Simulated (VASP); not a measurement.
# Bi (P6_3/mmc) in VASP: a series of runs, part 2 of 2

VASP 6.6.1.

## (3) Single point, r2SCAN (33.42 Å³/atom)

This run uses another cell than the first one, of 33.42 Å³/atom.

File POSCAR:

```
Bi
1.0
    4.2821848721      0.0000000000      0.0000000000
   -2.1410924360      3.7084808829      0.0000000000
    0.0000000000      0.0000000000      4.2090636883
Bi
2
Direct
    0.3333333333      0.6666666667      0.2500000000
    0.6666666667      0.3333333333      0.7500000000
```

File INCAR.step1:

```
  ALGO = Normal
  EDIFF = 1E-4
  ENCUT = 520
  GGA = PE
  ISMEAR = 0
  LASPH = T
  LCHARG = F
  LREAL = F
  LWAVE = T
  NBANDS = 22
  NELM = 100
  PREC = Accurate
  SIGMA = 0.1
```

File INCAR.step2:

```
  ALGO = Normal
  EDIFF = 1E-6
  ENCUT = 520
  ISIF = 2
  ISMEAR = 0
  ISTART = 1
  LASPH = T
  LCHARG = F
  LMIXTAU = T
  LREAL = F
  LWAVE = F
  METAGGA = R2SCAN
  NBANDS = 22
  NELM = 100
  PREC = Accurate
  SIGMA = 0.1
```

File KPOINTS:

```
k-points
0
Gamma
  12 12 10
```

Potentials or basis: VASP PAW PBE potentials, release 64 (Bi_d).

Started as:

```
$ cat potpaw_PBE.64/Bi_d/POTCAR > POTCAR
$ cp INCAR.step1 INCAR
$ mpirun -np 1 vasp_std > vasp.out
$ cp INCAR.step2 INCAR
$ mpirun -np 1 vasp_std > vasp.out
```

OUTCAR:

```text
EDIFF = 1E-6
   ENCUT = 520
   ISIF = 2
   ISMEAR = 0
   ISTART = 1
   LASPH = T
   LREAL = F
   METAGGA = R2SCAN
   NELM = 100
   PREC = Accurate

 ion  position               nearest neighbor table
   1  0.333  0.667  0.250-   2 3.25   2 3.25   2 3.25   2 3.25   2 3.25   2 3.25
   2  0.667  0.333  0.750-   1 3.25   1 3.25   1 3.25   1 3.25   1 3.25   1 3.25

  LATTYP: Found a hexagonal cell.
 ALAT       =     4.2821848721
 C/A-ratio  =     0.9829243281

  Lattice vectors:

 A1 = (   4.2821848721,   0.0000000000,   0.0000000000)
 A2 = (  -2.1410924360,   3.7084808829,   0.0000000000)
 A3 = (   0.0000000000,   0.0000000000,   4.2090636883)

Analysis of symmetry for initial positions (statically):
=====================================================================
 Subroutine PRICEL returns:
 Original cell was already a primitive cell.

 Routine SETGRP: Setting up the symmetry group for a
 hexagonal supercell.

 Subroutine GETGRP returns: Found 24 space group operations
 (whereof 12 operations were pure point group operations)
 out of a pool of 24 trial point group operations.

The static configuration has the point symmetry D_3d.
 The point group associated with its full space group is D_6h.

Analysis of symmetry for dynamics (positions and initial velocities):
=====================================================================
 Subroutine PRICEL returns:
 Original cell was already a primitive cell.

 Routine SETGRP: Setting up the symmetry group for a
 hexagonal supercell.

 Subroutine GETGRP returns: Found 24 space group operations
 (whereof 12 operations were pure point group operations)
 out of a pool of 24 trial point group operations.

The dynamic configuration has the point symmetry D_3d.
 The point group associated with its full space group is D_6h.

[... 105 lines left out ...]
   ISYM   =      2    0-nonsym 1-usesym 2-fastsym
   POTIM  = 0.5000    time-step for ionic-motion
   TEBEG  =    0.0;   TEEND  =   0.0 temperature during run
   PSTRESS=    0.0 pullay stress
   NELECT =      30.0000    total number of electrons
   NUPDOWN=      -1.0000    fix difference up-down
   EMIN   =  10.00;   EMAX   =-10.00  energy-range for DOS
   EFERMI =   0.00;   METHOD = LEGACY
   ISMEAR =     0;   SIGMA  =   0.10  broadening in eV -4-tet -1-fermi 0-gaus
   EFERMI_NEDOS =   21; number of points for ismear=-14 and -15
   IALGO  =     38    algorithm
   IMIX   =      4    mixing-type and parameters
     AMIX     =   0.40;   BMIX     =  1.00
     AMIX_MAG =   1.60;   BMIX_MAG =  1.00
  volume/ion in A,a.u.               =      33.42       225.53
  Fermi-wavevector in a.u.,A,eV,Ry     =   1.253429  2.368637 21.375885  1.571083
  Thomas-Fermi vector in A             =   2.387282
   LORBIT       =      0    0 simple, 1 ext, 2 COOP (PROOUT), +10 PAW based schemes
   METAGGA = R2SCAN    functional components
   LHFCALC =     F    Hartree Fock is set to
   AEXX    =    0.0000 exact exchange contribution
   IVDW    =     0    specifies the selected vdW correction
   LEPSILON=     F    determine dielectric tensor
   LRPA    =     F    only Hartree local field effects (RPA)
 non-spin polarized calculation
 Gauss-broadening in eV      SIGMA  =   0.10
  energy-cutoff  :      520.00
  volume of cell :       66.84
 maximum number of plane-waves:      1818
 NGX is ok and might be reduce to    32
   NGX = 15   NGY = 15   NGZ = 15

 number of electron      30.0000008 magnetization

 Free energy of the ion-electron system (eV)
  ---------------------------------------------------
  ext. energy  EPLUGINS =         0.00000000
  ---------------------------------------------------
  free energy    TOTEN  =      -116.68637487 eV

  energy without entropy =     -116.68197147  energy(sigma->0) =     -116.68417317

 E-fermi :   6.8820     XC(G=0): -10.5265

 val. band max:        6.8726849001   @ k =   0.0833   0.0833   0.4000
 cond. band min:       6.8840776102   @ k =   0.0833   0.0833   0.2000
 fundamental gap:      0.0113927101
 Fermi energy:         6.8820325199

 k-point     1 :       0.0000    0.0000    0.0000
  band No.  band energies     occupation
      1     -16.7526      2.00000
      2     -16.7526      2.00000
      3     -16.7259      2.00000
      4     -16.6090      2.00000
      5     -16.6090      2.00000
      6     -16.6008      2.00000
[... 589 lines left out ...]
     21      15.4717      0.00000
     22      16.1357      0.00000

 [... further k-points ...]
[... 5 lines left out ...]
  --------------------------------------------------------------------------------------
  -------------------------------------------------------------------------------------
  Total        0.6156271      0.6156271      0.5850942      0.0000000     -0.0000000      0.0000000
  in kB       14.7564329     14.7564329     14.0245653      0.0000000     -0.0000000      0.0000000
  external PRESSURE =      14.5124770 kB  Pullay stress =       0.0000000 kB

 VOLUME and BASIS-vectors are now :
 -----------------------------------------------------------------------------
  energy-cutoff  :      520.00
  volume of cell :       66.84
      direct lattice vectors                 reciprocal lattice vectors
     4.282184872  0.000000000  0.000000000     0.233525649  0.134826096  0.000000000
    -2.141092436  3.708480883  0.000000000     0.000000000  0.269652192  0.000000000
     0.000000000  0.000000000  4.209063688     0.000000000  0.000000000  0.237582530

 POSITION                                       TOTAL-FORCE (eV/Angst)
 -----------------------------------------------------------------------------------
     -0.00000      2.47232      1.05227         0.000000     -0.000000      0.000000
      2.14109      1.23616      3.15680        -0.000000      0.000000      0.000000
 -----------------------------------------------------------------------------------
    total drift:                               -0.000000      0.000000      0.000000

  FREE ENERGIE OF THE ION-ELECTRON SYSTEM (eV)
  ---------------------------------------------------
  free  energy   TOTEN  =      -116.6863748719 eV

  energy  without entropy=     -116.6819714733  energy(sigma->0) =     -116.68417317
```

OSZICAR.step1:

```text
N       E                     dE             d eps       ncg     rms          rms(c)
DAV:   1     0.307986465502E+03    0.30799E+03   -0.16299E+04  5024   0.167E+03
DAV:   2     0.181844952344E+02   -0.28980E+03   -0.28275E+03  5106   0.439E+02
DAV:   3    -0.664797252591E+01   -0.24832E+02   -0.24535E+02  6144   0.142E+02
DAV:   4    -0.750327566839E+01   -0.85530E+00   -0.85465E+00  6192   0.289E+01
DAV:   5    -0.753609821467E+01   -0.32823E-01   -0.32821E-01  7160   0.510E+00    0.809E-01
DAV:   6    -0.753013847347E+01    0.59597E-02   -0.18058E-02  6574   0.148E+00    0.478E-01
DAV:   7    -0.752897614119E+01    0.11623E-02   -0.11541E-02  6088   0.118E+00    0.111E-01
DAV:   8    -0.752918056360E+01   -0.20442E-03   -0.13953E-03  5760   0.422E-01    0.227E-02
DAV:   9    -0.752919336984E+01   -0.12806E-04   -0.38784E-05  3552   0.657E-02
   1 F= -.75291934E+01 E0= -.75266496E+01  d E =-.508753E-02
```

It took 4.6 min on 1 thread of Intel Xeon 8259CL, shared host; peak memory 0.27 GiB.

Results:

* Free energy: -116.6864 eV
* Pressure: 1.5 GPa
* Band gap on the k mesh: zero (bands 15 and 16 overlap by 2.92 eV)

Caveat: the PAW data sets were made with another functional, which shifts forces and pressure a little; spin-orbit coupling is left out, which moves the levels of the heavy elements.

## (4) Single point, r2SCAN (35.49 Å³/atom)

This run uses another cell than the first one, of 35.49 Å³/atom.

File POSCAR:

```
Bi
1.0
    4.4013439791      0.0000000000      0.0000000000
   -2.2006719895      3.8116756967      0.0000000000
    0.0000000000      0.0000000000      4.2306898702
Bi
2
Direct
    0.3333333333      0.6666666667      0.2500000000
    0.6666666667      0.3333333333      0.7500000000
```

File INCAR.step1:

```
SYSTEM = Bi
  ALGO = Normal
  EDIFF = 1E-4
  ENCUT = 520
  GGA = PE
  ISMEAR = 0
  LASPH = .TRUE.
  LCHARG = .FALSE.
  LREAL = .FALSE.
  LWAVE = .TRUE.
  NBANDS = 22
  NELM = 80
  PREC = Accurate
  SIGMA = 0.1
```

File INCAR.step2:

```
SYSTEM = Bi
  ALGO = Normal
  EDIFF = 1E-6
  ENCUT = 520
  ISIF = 2
  ISMEAR = 0
  ISTART = 1
  LASPH = .TRUE.
  LCHARG = .FALSE.
  LMIXTAU = .TRUE.
  LREAL = .FALSE.
  LWAVE = .FALSE.
  METAGGA = R2SCAN
  NBANDS = 22
  NELM = 80
  PREC = Accurate
  SIGMA = 0.1
```

File KPOINTS:

```
k-points
0
G
  12 12 10
  0 0 0
```

Started as:

```
$ cat potpaw_PBE.64/Bi_d/POTCAR > POTCAR
$ cp INCAR.step1 INCAR
$ mpirun -np 1 vasp_std > vasp.out
$ cp INCAR.step2 INCAR
$ mpirun -np 1 vasp_std > vasp.out
```

Run time: 8.2 min. Hardware: 1 thread of Intel Xeon 8259CL, shared host; peak memory 0.3 GiB.

It converged, with:

* Free energy: -116.6889 eV
* Pressure: -1.3 GPa
* Band gap on the k mesh: zero (bands 15 and 16 overlap by 2.57 eV)

Levels at points of the mesh, in eV from the Fermi level:
```csv
k point,band 11,band 12,band 13,band 14,band 15,band 16,band 17,band 18,band 19,band 20
"(0.00, 0.00, 0.00)",-13.56,-8.09,-2.39,-1.12,-1.12,2.21,2.21,4.24,5.39,5.61
"(0.50, 0.00, 0.00)",-11.99,-10.45,-2.63,-2.39,-0.47,1.44,1.60,4.36,4.54,8.94
"(0.00, 0.00, 0.50)",-11.52,-11.52,0.19,0.19,0.79,0.79,0.79,0.79,7.34,7.34
"(0.50, 0.00, 0.50)",-10.70,-10.70,-4.39,-4.39,-0.11,-0.11,2.30,2.30,9.74,9.74
```

Caveat: the PAW data sets were made with another functional, which shifts forces and pressure a little; spin-orbit coupling is left out, which moves the levels of the heavy elements.

## (5) Single point, r2SCAN (36.52 Å³/atom)

This run uses another cell than the first one, of 36.52 Å³/atom.

File POSCAR:

```
Bi
1.0
    4.4586370814      0.0000000000      0.0000000000
   -2.2293185407      3.8612929787      0.0000000000
    0.0000000000      0.0000000000      4.2427379311
Bi
2
Direct
    0.3333333333      0.6666666667      0.2500000000
    0.6666666667      0.3333333333      0.7500000000
```

File INCAR.step1:

```
PREC = Accurate ; ENCUT = 520
ISMEAR = 0 ; SIGMA = 0.1
LREAL = F ; LASPH = T
NELM = 60 ; NBANDS = 22
GGA = PE ; ALGO = Normal
EDIFF = 1E-4 ; LWAVE = T
LCHARG = F
```

File INCAR.step2:

```
PREC = Accurate ; ENCUT = 520
EDIFF = 1E-7 ; ISMEAR = 0
SIGMA = 0.1 ; LREAL = F
LASPH = T ; NELM = 60
ALGO = Normal ; ISIF = 2
LWAVE = F ; LCHARG = F
METAGGA = R2SCAN ; LMIXTAU = T
NBANDS = 22 ; ISTART = 1
```

File KPOINTS:

```
Automatic mesh
0
Gamma
  12 12 10
```

Started as:

```
$ cat potpaw_PBE.64/Bi_d/POTCAR > POTCAR
$ cp INCAR.step1 INCAR
$ mpirun -np 1 vasp_std > vasp.out
$ cp INCAR.step2 INCAR
$ mpirun -np 1 vasp_std > vasp.out
```

Wall time 8.8 min (1 thread of Intel Xeon 8259CL, shared host); peak memory 0.3 GiB.

It converged, with:

* Free energy: -116.6665 eV
* Pressure: -2.3 GPa
* Band gap on the k mesh: zero (bands 15 and 16 overlap by 2.42 eV)

Stress tensor (GPa, compression positive):
```
-2.30  0.00  0.00
 0.00 -2.30  0.00
 0.00  0.00 -2.42
```

Levels at points of the mesh, in eV from the Fermi level:
```tsv
k point	band 11	band 12	band 13	band 14	band 15	band 16	band 17	band 18	band 19	band 20
(0.00, 0.00, 0.00)	-13.39	-8.19	-2.24	-1.15	-1.15	2.13	2.13	4.28	5.31	5.41
(0.50, 0.00, 0.00)	-11.90	-10.42	-2.59	-2.34	-0.39	1.45	1.60	4.40	4.42	8.96
(0.00, 0.00, 0.50)	-11.41	-11.41	0.06	0.06	0.73	0.73	0.73	0.73	7.26	7.26
(0.50, 0.00, 0.50)	-10.66	-10.66	-4.25	-4.25	-0.12	-0.12	2.27	2.27	9.51	9.51
```

Caveat: the PAW data sets were made with another functional, which shifts forces and pressure a little; spin-orbit coupling is left out, which moves the levels of the heavy elements.

## (6) Relaxation of shape and atoms at fixed volume, r2SCAN (32.39 Å³/atom)

This run uses another cell than the first one, of 32.39 Å³/atom.

File POSCAR:

```
Bi
1.0
    4.2375755356      0.0000000000      0.0000000000
   -2.1187877678      3.6698480643      0.0000000000
    0.0000000000      0.0000000000      4.1652160863
Bi
2
Direct
    0.3333333333      0.6666666667      0.2500000000
    0.6666666667      0.3333333333      0.7500000000
```

File INCAR.step1:

```
SYSTEM = Bi
PREC     = Accurate       ! precision mode
ENCUT    = 600            ! plane-wave cutoff, eV
ISMEAR   = 0              ! smearing method
SIGMA    = 0.1            ! smearing width, eV
LREAL    = .False.        ! projectors in reciprocal space
LASPH    = .True.         ! aspherical terms in the spheres
NELM     = 60             ! most SCF steps
GGA      = PE             ! functional
ALGO     = Normal         ! electronic algorithm
EDIFF    = 1E-4           ! SCF threshold, eV
LWAVE    = .True.         ! write WAVECAR
LCHARG   = .False.        ! write CHGCAR
```

File INCAR.step2:

```
SYSTEM = Bi
PREC     = Accurate       ! precision mode
ENCUT    = 600            ! plane-wave cutoff, eV
EDIFF    = 1E-6           ! SCF threshold, eV
ISMEAR   = 0              ! smearing method
SIGMA    = 0.1            ! smearing width, eV
LREAL    = .False.        ! projectors in reciprocal space
LASPH    = .True.         ! aspherical terms in the spheres
NELM     = 60             ! most SCF steps
ALGO     = Normal         ! electronic algorithm
ISIF     = 4              ! what is computed and relaxed
LWAVE    = .False.        ! write WAVECAR
LCHARG   = .False.        ! write CHGCAR
METAGGA  = R2SCAN         ! meta-GGA
LMIXTAU  = .True.       
IBRION   = 2              ! ionic algorithm
NSW      = 50             ! ionic steps
EDIFFG   = -0.01          ! ionic threshold
ISTART   = 1
```

File KPOINTS:

```
regular mesh
0
Gamma
  12 12 10
  0 0 0
```

Potentials or basis: VASP PAW PBE potentials, release 64 (Bi_d).

Started as:

```
$ cat potpaw_PBE.64/Bi_d/POTCAR > POTCAR
$ cp INCAR.step1 INCAR
$ mpirun -np 1 vasp_std > vasp.out
$ cp INCAR.step2 INCAR
$ mpirun -np 1 vasp_std > vasp.out
```

It took 29 min on 1 thread of Oxide Virtual Turin-like, shared host; peak memory 0.29 GiB.

The run converged. Its results:

```
Free energy               : -116.6553 eV
Energy gained by relaxing : 0.3 meV/atom
Ionic steps               : 3
Pressure after relaxing   : 3.3 GPa
Band gap on the k mesh    : zero (bands 15 and 16 overlap by 3.11 eV)
```

The path:
```csv
step,energy change (eV),largest force (eV/Å),pressure (GPa),volume (Å³)
1,0.0000,0.0000,3.45,64.77
2,-0.0005,0.0000,3.37,64.77
3,-0.0007,0.0000,3.32,64.77
```

Final structure:
```
CELL_PARAMETERS angstrom
4.22400 0.00000 0.00000
-2.11200 3.65809 0.00000
0.00000 0.00000 4.19204
ATOMIC_POSITIONS crystal
Bi 0.33333 0.66667 0.25000
Bi 0.66667 0.33333 0.75000
```

Levels at points of the mesh, in eV from the Fermi level:
| k point | band 11 | band 12 | band 13 | band 14 | band 15 | band 16 | band 17 | band 18 | band 19 |
| --- | --- | --- | --- | --- | --- | --- | --- | --- | --- |
| (0.00, 0.00, 0.00) | -14.17 | -7.81 | -2.94 | -1.00 | -1.00 | 2.47 | 2.47 | 4.14 | 5.63 |
| (0.50, 0.00, 0.00) | -12.33 | -10.60 | -2.77 | -2.56 | -0.74 | 1.34 | 1.56 | 4.22 | 4.92 |
| (0.00, 0.00, 0.50) | -11.96 | -11.96 | 0.63 | 0.63 | 0.98 | 0.98 | 0.98 | 0.98 | 7.59 |
| (0.50, 0.00, 0.50) | -10.85 | -10.85 | -4.87 | -4.87 | -0.10 | -0.10 | 2.40 | 2.40 | 10.45 |

Caveat: the PAW data sets were made with another functional, which shifts forces and pressure a little; spin-orbit coupling is left out, which moves the levels of the heavy elements.

## (7) Summary

| task | cell | k mesh | cutoff (eV) | gap on the mesh (eV) | pressure (GPa) |
| --- | --- | --- | --- | --- | --- |
| single point | a = 4.537, b = 4.537, c = 5.200 Å, angles 90.0, 90.0, 120.0°, 2 atoms | 6 × 6 × 4 | 520 | none | -7.9 |
| single point | a = 4.282, b = 4.282, c = 4.209 Å, angles 90.0, 90.0, 120.0°, 2 atoms | 12 × 12 × 10 | 520 | none | 1.5 |
| single point | a = 4.401, b = 4.401, c = 4.231 Å, angles 90.0, 90.0, 120.0°, 2 atoms | 12 × 12 × 10 | 520 | none | -1.3 |
| single point | a = 4.459, b = 4.459, c = 4.243 Å, angles 90.0, 90.0, 120.0°, 2 atoms | 12 × 12 × 10 | 520 | none | -2.3 |
| relaxation of shape and atoms at fixed volume | relaxed from a = 4.238, b = 4.238, c = 4.165 Å, angles 90.0, 90.0, 120.0°, 2 atoms | 12 × 12 × 10 | 600 | none | 3.3 |

Alike in all rows: level r2SCAN; potentials or basis VASP PAW PBE potentials, release 64 (Bi_d); no spin polarisation; smearing gaussian 0.1 eV.

Caveats: the PAW data sets were made with another functional, which shifts forces and pressure a little; spin-orbit coupling is left out, which moves the levels of the heavy elements; the stress differs along the axes, from -12 to -6 GPa (at least some runs).

Total energies depend on the potentials used, so only differences within one code and one set of settings carry meaning.

The gap in the log of VASP goes by the Fermi energy; the results here count the filled bands.